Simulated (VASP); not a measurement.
A run of VASP 6.6.1 is set up as follows.

Contents of INCAR:

```
ALGO = Normal
EDIFF = 1E-6
ENCUT = 520
GGA = PE
ISIF = 2
ISMEAR = 0
LASPH = True
LCHARG = False
LREAL = False
LWAVE = False
NBANDS = 18
NELM = 100
PREC = Accurate
SIGMA = 0.1
```

Contents of KPOINTS:

```
k-points
0
Gamma
  24 24 24
```

The input POSCAR:

```
Au
1.0
    0.0000000000      2.4666487413      5.3724439786
    1.4216241465      0.0000000000      5.3724439786
    1.4216241465      2.4666487413      0.0000000000
Au
2
Direct
    0.1302806438      0.1302806438      0.8697193562
    0.8697193562      0.8697193562      0.1302806438
```

Potentials or basis: VASP PAW PBE potentials, release 64 (Au).

The run is started by

```bash
$ cat potpaw_PBE.64/Au/POTCAR > POTCAR
$ mpirun -np 1 vasp_std > vasp.out
```

Problem. What does it give for the band gap on the k mesh?

Solution. Zero (band 11 reaches 10.85 eV, above the bottom of band 12 at 5.79 eV).

Problem. What does it give for the pressure?

Solution. -0.2 GPa.

Caveat: spin-orbit coupling is left out, which moves the levels of the heavy elements.
